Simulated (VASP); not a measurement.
# CO2 (I-42d) in VASP: a series of runs, part 2 of 2

VASP 6.6.1.

### Step 3. Single point, PBE+D3(BJ)

This run uses another cell than the first one, of 7.32 Å³/atom.

Contents of INCAR:

```
ALGO = Normal
EDIFF = 1E-6
ENCUT = 600
GGA = PE
GGA_COMPAT = F
ISIF = 2
ISMEAR = 0
IVDW = 12
LASPH = T
LCHARG = F
LREAL = F
LWAVE = F
NBANDS = 25
NELM = 120
PREC = Accurate
SIGMA = 0.01
```

Contents of KPOINTS:

```
k-points
0
Gamma
  8 8 8
```

Contents of POSCAR:

```
CO2
1.0
   -1.9229116151      1.9229116151      2.9714838044
    1.9229116151     -1.9229116151      2.9714838044
    1.9229116151      1.9229116151     -2.9714838044
C O
2 4
Direct
    0.0000000000      0.0000000000      0.0000000000
    0.7500000000      0.2500000000      0.5000000000
    0.3750000000      0.3007893193      0.4257893193
    0.6992106807      0.1250000000      1.0742106807
    0.8750000000      0.9492106807      0.5742106807
    0.0507893193      0.6250000000     -0.0742106807
```

Potentials or basis: VASP PAW PBE potentials, release 64 (C, O).

The run is started by

```bash
cat potpaw_PBE.64/C/POTCAR potpaw_PBE.64/O/POTCAR > POTCAR
mpirun -np 1 vasp_std > vasp.out
```

OUTCAR:

```text
EDIFF = 1E-6
   ENCUT = 600
   GGA = PE
   ISIF = 2
   ISMEAR = 0
   IVDW = 12
   LASPH = T
   LREAL = F
   NELM = 120
   PREC = Accurate
 IVDW          = 12

 ion  position               nearest neighbor table
   1  0.000  0.000  0.000-   3 1.39   4 1.39   5 1.39   6 1.39
   2  0.750  0.250  0.500-   6 1.39   4 1.39   5 1.39   3 1.39
   3  0.375  0.301  0.426-   1 1.39   2 1.39
   4  0.699  0.125  0.074-   1 1.39   2 1.39
   5  0.875  0.949  0.574-   1 1.39   2 1.39
   6  0.051  0.625  0.926-   2 1.39   1 1.39

  LATTYP: Found a body centered tetragonal cell.
 ALAT       =     3.8458232302
 C/A-ratio  =     1.5453044129

  Lattice vectors:

 A1 = (  -1.9229116151,   1.9229116151,   2.9714838044)
 A2 = (   1.9229116151,  -1.9229116151,   2.9714838044)
 A3 = (   1.9229116151,   1.9229116151,  -2.9714838044)

Analysis of symmetry for initial positions (statically):
=====================================================================
 Subroutine PRICEL returns:
 Original cell was already a primitive cell.

 Routine SETGRP: Setting up the symmetry group for a
[... 182 lines left out ...]
 fundamental gap:      7.7096547882
 Fermi energy:         2.9653139520

 k-point     1 :       0.0000    0.0000    0.0000
  band No.  band energies     occupation
      1     -21.5448      2.00000
      2     -16.2176      2.00000
      3     -16.2176      2.00000
      4     -15.5311      2.00000
      5     -11.7002      2.00000
      6      -6.9427      2.00000
[... 661 lines left out ...]
     24      17.3685      0.00000
     25      18.7912      0.00000

 [... further k-points ...]

------------------------ aborting loop because EDIFF is reached ----------------------------------------

 Edisp (eV)   -0.64722

 E8    (eV) :    -0.1659

  FORCE on cell =-STRESS in cart. coord.  units (eV):
  Direction    XX          YY          ZZ          XY          YZ          ZX
  --------------------------------------------------------------------------------------
  -------------------------------------------------------------------------------------
  Total       2.49930     2.49930     2.44369     0.00000     0.00000     0.00000
  in kB      91.11239    91.11239    89.08508     0.00000     0.00000     0.00000
  external pressure =       90.44 kB  Pullay stress =        0.00 kB

 VOLUME and BASIS-vectors are now :
 -----------------------------------------------------------------------------
  energy-cutoff  :      600.00
  volume of cell :       43.95
      direct lattice vectors                 reciprocal lattice vectors
    -1.922911615  1.922911615  2.971483804     0.000000000  0.260022352  0.168266103
     1.922911615 -1.922911615  2.971483804     0.260022352  0.000000000  0.168266103
     1.922911615  1.922911615 -2.971483804     0.260022352  0.260022352  0.000000000

 POSITION                                       TOTAL-FORCE (eV/Angst)
 -----------------------------------------------------------------------------------
      0.00000      0.00000      0.00000        -0.000000      0.000000      0.000000
      0.00000      1.92291      1.48574        -0.000000      0.000000      0.000000
      0.67605      0.96146      0.74287         0.088426      0.000000      0.000000
     -0.96146      1.24686      2.22861        -0.000000     -0.088426     -0.000000
      1.24686      0.96146      3.71435        -0.088426     -0.000000     -0.000000
      2.88437      0.67605     -0.74287         0.000000      0.088426      0.000000
 -----------------------------------------------------------------------------------
    total drift:                               -0.000000     -0.000000     -0.000000

  FREE ENERGIE OF THE ION-ELECTRON SYSTEM (eV)
  ---------------------------------------------------
  free  energy   TOTEN  =       -43.9785197223 eV

  energy  without entropy=      -43.9785197223  energy(sigma->0) =      -43.97851972
```

It took 68 s on 1 thread of AMD EPYC 9R45 (Zen 5), shared host; peak memory 0.18 GiB.

What came out:

```yaml
Free_energy: -43.9785 eV
Pressure: 9.0 GPa
Largest_force: 0.088 eV/Å
Band_gap_on_the_k_mesh: 7.71 eV (least direct gap 8.07 eV)
Dispersion_energy_per_atom: -0.108 eV
```

Forces on the atoms (eV/Å):
```
C    0.000  0.000  0.000
C    0.000  0.000  0.000
O    0.088  0.000  0.000
O    0.000 -0.088  0.000
O   -0.088  0.000  0.000
O    0.000  0.088  0.000
```

Levels at points of the mesh, in eV from the valence-band top:
```csv
k point,band 12,band 13,band 14,band 15,band 16,band 17,band 18,band 19,band 20,band 21
"(0.00, 0.00, 0.00)",-1.42,-1.42,-0.78,-0.78,-0.36,7.71,9.65,9.65,9.74,12.29
"(0.50, 0.00, 0.00)",-2.49,-1.71,-1.43,-0.40,0.00,8.53,9.82,10.10,10.49,12.53
"(0.50, 0.50, 0.00)",-2.70,-0.59,-0.59,-0.58,-0.58,9.27,9.27,10.18,10.18,11.77
"(0.50, 0.50, 0.50)",-3.10,-2.89,-2.89,-0.05,-0.05,8.92,8.92,11.06,11.06,11.47
```

Caveat: the cell stands under pressure. A k mesh can miss the band edges.

### Step 4. Single point, PBE+D3(BJ)

This run uses another cell than the first one, of 7.71 Å³/atom.

Contents of INCAR:

```
  ALGO = Normal
  EDIFF = 1E-6
  ENCUT = 600
  GGA = PE
  GGA_COMPAT = False
  ISIF = 2
  ISMEAR = 0
  IVDW = 12
  LASPH = True
  LCHARG = False
  LREAL = False
  LWAVE = False
  NBANDS = 25
  NELM = 120
  PREC = Accurate
  SIGMA = 0.01
```

KPOINTS is that of step 3.

Contents of POSCAR:

```
CO2
1.0
   -1.9680657643      1.9680657643      2.9863611855
    1.9680657643     -1.9680657643      2.9863611855
    1.9680657643      1.9680657643     -2.9863611855
C O
2 4
Direct
    0.0000000000      0.0000000000      0.0000000000
    0.7500000000      0.2500000000      0.5000000000
    0.3750000000      0.2921273737      0.4171273737
    0.7078726263      0.1250000000      1.0828726263
    0.8750000000      0.9578726263      0.5828726263
    0.0421273737      0.6250000000     -0.0828726263
```

The run is started by

```bash
cat potpaw_PBE.64/C/POTCAR potpaw_PBE.64/O/POTCAR > POTCAR
mpirun -np 1 vasp_std > vasp.out
```

Run time: 1.8 min. Hardware: 1 thread of AMD EPYC 9R45 (Zen 5), shared host; peak memory 0.2 GiB.

It converged, with:

```
Free energy                : -44.0517 eV
Pressure                   : 0.9 GPa
Largest force              : 0.079 eV/Å
Band gap on the k mesh     : 7.67 eV (least direct gap 8.09 eV)
Dispersion energy per atom : -0.102 eV
```

Forces on the atoms (eV/Å):
```
C    0.000  0.000  0.000
C    0.000  0.000  0.000
O    0.079  0.000  0.000
O    0.000 -0.079  0.000
O   -0.079  0.000  0.000
O    0.000  0.079  0.000
```

Stress tensor (GPa, compression positive):
```
0.98 0.00 0.00
0.00 0.98 0.00
0.00 0.00 0.77
```

Levels at points of the mesh, in eV from the valence-band top:
```
           k point  band 14  band 15  band 16  band 17  band 18  band 19
(0.00, 0.00, 0.00)    -0.86    -0.86    -0.42     7.67     9.24     9.31
(0.50, 0.00, 0.00)    -1.37    -0.41     0.00     8.27     9.51     9.65
(0.50, 0.50, 0.00)    -0.63    -0.52    -0.52     8.92     8.92     9.93
(0.50, 0.50, 0.50)    -2.84    -0.01    -0.01     8.89     8.89    10.70
```

### Step 5. Relaxation of cell and atoms, PBE+D3(BJ), target pressure 38.6 GPa, at which the enthalpy is minimised

This run uses another cell than the first one, of 6.32 Å³/atom.

Contents of INCAR:

```
  ALGO = Normal
  EDIFF = 1E-7
  EDIFFG = -0.002
  ENCUT = 600
  GGA = PE
  GGA_COMPAT = F
  IBRION = 2
  ISIF = 3
  ISMEAR = 0
  IVDW = 12
  LASPH = T
  LCHARG = F
  LREAL = F
  LWAVE = F
  NELM = 120
  NELMIN = 4
  NSW = 80
  PREC = Accurate
  PSTRESS = 386.0
  SIGMA = 0.01
```

KPOINTS is that of step 4.

Contents of POSCAR:

```
CO2
1.0
   -1.8081000000      1.8081000000      2.9017000000
    1.8081000000     -1.8081000000      2.9017000000
    1.8081000000      1.8081000000     -2.9017000000
C O
2 4
Direct
    0.0000000000      0.0000000000      0.0000000000
    0.7500000000      0.2500000000      0.5000000000
    0.3750000000      0.3950000000      0.5200000000
    0.6050000000      0.1250000000      0.9800000000
    0.8750000000      0.8550000000      0.4800000000
    0.1450000000      0.6250000000      0.0200000000
```

Potentials or basis: VASP PAW PBE potentials, release 64 (C, O).

The run is started by

```bash
cat potpaw_PBE.64/C/POTCAR potpaw_PBE.64/O/POTCAR > POTCAR
mpirun -np 1 vasp_std > vasp.out
```

OUTCAR:

```text
EDIFF = 1E-7
   EDIFFG = -0.002
   ENCUT = 600
   GGA = PE
   IBRION = 2
   ISIF = 3
   ISMEAR = 0
   IVDW = 12
   LASPH = T
   LREAL = F
   NELM = 120
   NELMIN = 4
   NSW = 80
   PREC = Accurate
   PSTRESS = 386.0
 IVDW          = 12

 ion  position               nearest neighbor table
   1  0.000  0.000  0.000-   3 1.52   4 1.52   6 1.52   5 1.52
   2  0.750  0.250  0.500-   6 1.52   3 1.52   5 1.52   4 1.52
   3  0.375  0.395  0.520-   2 1.52   1 1.52
   4  0.605  0.125  0.980-   2 1.52   1 1.52
   5  0.875  0.855  0.480-   1 1.52   2 1.52
   6  0.145  0.625  0.020-   1 1.52   2 1.52

  LATTYP: Found a body centered tetragonal cell.
 ALAT       =     3.6162000000
 C/A-ratio  =     1.6048338034

  Lattice vectors:

 A1 = (  -1.8081000000,   1.8081000000,   2.9017000000)
[... 325 lines left out ...]

--------------------------------------- Ionic step       22  -------------------------------------------

 number of electron      32.0000001 magnetization

------------------------ aborting loop because EDIFF is reached ----------------------------------------
[... 87 lines left out ...]
--------------------------------------- Ionic step       24  -------------------------------------------

 number of electron      32.0000001 magnetization

 Free energy of the ion-electron system (eV)
  ---------------------------------------------------
  ext. energy  EPLUGINS =         0.00000000
  ---------------------------------------------------
  free energy    TOTEN  =       -42.40617884 eV

  energy without entropy =      -42.40617884  energy(sigma->0) =      -42.40617884

 E-fermi :   4.7505     XC(G=0): -12.3865

 val. band max:        4.6999529203   @ k =  -0.3750   0.3750   0.3750
 cond. band min:      12.2112108327   @ k =   0.0000   0.0000   0.0000
 fundamental gap:      7.5112579123
 Fermi energy:         4.7505107083

 k-point     1 :       0.0000    0.0000    0.0000
  band No.  band energies     occupation
      1     -20.7993      2.00000
      2     -14.7681      2.00000
      3     -14.7681      2.00000
      4     -14.2370      2.00000
      5      -9.9862      2.00000
      6      -5.5249      2.00000
[... 541 lines left out ...]
     19      15.3898      0.00000
     20      15.4484      0.00000

 [... further k-points ...]

------------------------ aborting loop because EDIFF is reached ----------------------------------------

 Edisp (eV)   -0.75087

 E8    (eV) :    -0.1932
[... 33 lines left out ...]
  energy  without entropy=      -43.1570451467  energy(sigma->0) =      -43.15704515

  enthalpy is  TOTEN    =       -33.9449289462 eV   P V=        9.2121162004

 reached required accuracy - stopping structural energy minimisation
```

OSZICAR:

```text
N       E                     dE             d eps       ncg     rms          rms(c)
DAV:   1     0.178377775707E+03    0.17838E+03   -0.21232E+04  2360   0.183E+03
DAV:   2    -0.318987357197E+02   -0.21028E+03   -0.19930E+03  3196   0.350E+02
DAV:   3    -0.406951359452E+02   -0.87964E+01   -0.87257E+01  2884   0.732E+01
[... 214 lines left out ...]
       N       E                     dE             d eps       ncg     rms          rms(c)
DAV:   1    -0.424061821934E+02   -0.15683E-02   -0.18925E-04  2388   0.125E-01    0.146E-02
DAV:   2    -0.424061793533E+02    0.28401E-05   -0.76151E-06  2788   0.235E-02    0.592E-03
DAV:   3    -0.424061789275E+02    0.42585E-06   -0.10909E-06  2732   0.813E-03    0.192E-03
DAV:   4    -0.424061788442E+02    0.83230E-07   -0.11749E-07  1592   0.321E-03
  24 F= -.33944929E+02 E0= -.33944929E+02  d E =-.177073E-05
```

Wall time 12 min (1 thread of AMD EPYC 9R45 (Zen 5), shared host); peak memory 0.19 GiB.

Results:

```
Free energy                                                : -43.1570 eV
Relaxed volume                                             : 6.37 Å³/atom
Relaxed cell                                               : a = 3.908 Å, b = 3.908 Å, c = 3.908 Å, α = 125.39°, β = 125.39°, γ = 80.89°
Space group after relaxing (to 0.1 Å)                      : I-42d (No. 122)
Energy change on relaxing (the run minimises the enthalpy) : -712.6 meV/atom
Ionic steps                                                : 24
Pressure after relaxing                                    : 38.6 GPa
Band gap on the k mesh                                     : 7.51 eV (least direct gap 7.75 eV)
Dispersion energy per atom                                 : -0.125 eV
```

The path:
```
step  energy change (eV)  largest force (eV/Å)  pressure (GPa)  volume (Å³)
   1              0.0000                7.7125           -0.45        37.95
   2              5.5540               12.5944          283.57        29.93
   3             -2.6474                1.9631           64.81        34.15
   4             -2.6214                1.2637           73.19        33.88
   5             -2.6012                1.0258           76.09        33.79
   6             -4.3869                0.1702           30.44        39.01
   7             -4.1225                0.0338           39.32        37.72
   8             -4.1420                0.0196           38.73        37.80
   9             -4.1787                0.0717           38.10        37.91
  10             -4.2692                0.2197           36.28        38.23
  11             -4.2274                0.0449           40.29        38.04
  12             -4.2379                0.0154           39.37        38.08
  13             -4.2513                0.0014           39.14        38.14
  14             -4.2654                0.0132           38.88        38.19
  15             -4.2929                0.0421           38.39        38.31
  16             -4.2748                0.0232           38.71        38.23
  17             -4.2801                0.0115           38.29        38.26
  18             -4.2784                0.0006           38.43        38.25
  19             -4.2745                0.0029           38.57        38.23
  20             -4.2731                0.0037           38.61        38.23
  21             -4.2727                0.0039           38.63        38.22
  22             -4.2731                0.0018           38.63        38.23
  23             -4.2742                0.0029           38.66        38.23
  24             -4.2757                0.0002           38.59        38.24
```

Final structure:
```yaml
crystal:
  lattice:
    - [-1.79272, 1.79272, 2.97440]
    - [1.79272, -1.79272, 2.97440]
    - [1.79272, 1.79272, -2.97440]
  atoms:
    - { symbol: C, position: [0.00000, 0.00000, 0.00000] }
    - { symbol: C, position: [0.75000, 0.25000, 0.50000] }
    - { symbol: O, position: [0.37500, 0.32551, 0.45051] }
    - { symbol: O, position: [0.67449, 0.12500, 0.04949] }
    - { symbol: O, position: [0.87500, 0.92449, 0.54949] }
    - { symbol: O, position: [0.07551, 0.62500, 0.95051] }
```

Levels at points of the mesh, in eV from the valence-band top:
```
           k point  band 13  band 14  band 15  band 16  band 17  band 18  band 19  band 20
(0.00, 0.00, 0.00)    -2.00    -0.53    -0.53    -0.24     7.51    10.28    10.28    10.91
(0.50, 0.00, 0.00)    -1.86    -1.57    -0.43    -0.13     9.01    10.54    10.72    11.12
(0.50, 0.50, 0.00)    -0.82    -0.82    -0.41    -0.41     9.97     9.97    10.84    10.84
(0.50, 0.50, 0.50)    -3.03    -3.03    -0.26    -0.26     8.64     8.64    11.08    11.08
```

Caveat: the cell is relaxed towards a set pressure, so the run minimises the enthalpy, not the energy.

### Step 6. Summary

```csv
task,cell,gap on the mesh (eV),pressure (GPa),largest force (eV/Å)
single point,"a = 3.990 Å, angles 123.5, 123.5, 84.0°, 6 atoms, atomic positions A",7.71,16.2,0.10
single point,"a = 4.028 Å, angles 123.0, 123.0, 84.9°, 6 atoms, atomic positions B",7.71,9.0,0.09
single point,"a = 4.082 Å, angles 122.4, 122.4, 86.0°, 6 atoms, atomic positions C",7.67,0.9,0.08
relaxation of cell and atoms,"relaxed to 38.6 GPa from a = 3.868 Å, angles 124.3, 124.3, 82.8°, 6 atoms, atomic positions D",7.51,38.6,-
```

Alike in all rows: level PBE+D3(BJ); potentials or basis VASP PAW PBE potentials, release 64 (C, O); no spin polarisation; k mesh 8 × 8 × 8; cutoff (eV) 600; smearing gaussian 0.01 eV.

Caveats: the cell stands under pressure (at least some runs); the cell is relaxed towards a set pressure, so the run minimises the enthalpy, not the energy (at least some runs).

Absolute energies hang on the potentials; compare differences alone.
